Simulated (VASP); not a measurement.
Write the native input for VASP 6.6.1 that does the following.

```
Task                   : single point
Functional             : PBE
Potentials or basis    : VASP PAW PBE potentials, release 64 (Nb_sv, N)
Cutoff                 : 520 eV
k mesh                 : 6 × 6 × 2
Occupations            : gaussian, width 0.1 eV
Spin                   : no spin polarisation
Dipole correction      : no
Further INCAR settings : ALGO = Normal; EDIFF = 1e-06; NBANDS = 44
```

The structure of Nb5N lies in POSCAR:

```
Nb5N
1.0
    3.8917640000      0.0000000000      0.0000000000
   -1.9458820000      3.3703664900      0.0000000000
    0.0000000000      0.0000000000      7.8681338600
Nb N
5 1
Direct
    0.6666666700      0.3333333300      0.0000000000
    0.0000000000      0.0000000000      0.8150023500
    0.0000000000      0.0000000000      0.1849976500
    0.6666666700      0.3333333300      0.3554226500
    0.6666666700      0.3333333300      0.6445773500
    0.0000000000      0.0000000000      0.0000000000
```

The cell was generated, and may not be a known phase.

The input as run:

INCAR

```
  PREC = Accurate
  ENCUT = 520
  EDIFF = 1E-6
  ISMEAR = 0
  SIGMA = 0.1
  LREAL = F
  LASPH = T
  NELM = 60
  ALGO = Normal
  ISIF = 2
  LWAVE = F
  LCHARG = F
  GGA = PE
  NBANDS = 44
```

KPOINTS

```
regular mesh
0
Gamma
  6 6 2
```

Potentials or basis: VASP PAW PBE potentials, release 64 (Nb_sv, N).

The run is started by

```sh
$ cat potpaw_PBE.64/Nb_sv/POTCAR potpaw_PBE.64/N/POTCAR > POTCAR
$ mpirun -np 1 vasp_std > vasp.out
```

Results of the run:

```
Pressure               : 75.3 GPa
Largest force          : 33.906 eV/Å
Band gap on the k mesh : zero (bands 35 and 36 overlap by 1.24 eV)
```

Caveat: the k points lie up to 0.40 Å⁻¹ apart, too coarse for converged energies and pressures of a metal; atoms lie so close that the PAW spheres overlap strongly, which falsifies energies and pressures; forces of over 1 eV/Å act on the atoms, so gaps and moduli don't describe the material at rest.

Wall time 64 s on 1 thread of AMD EPYC 9R45 96-Core Processor (Zen 5), on a shared host, peak memory 0.2 GiB.
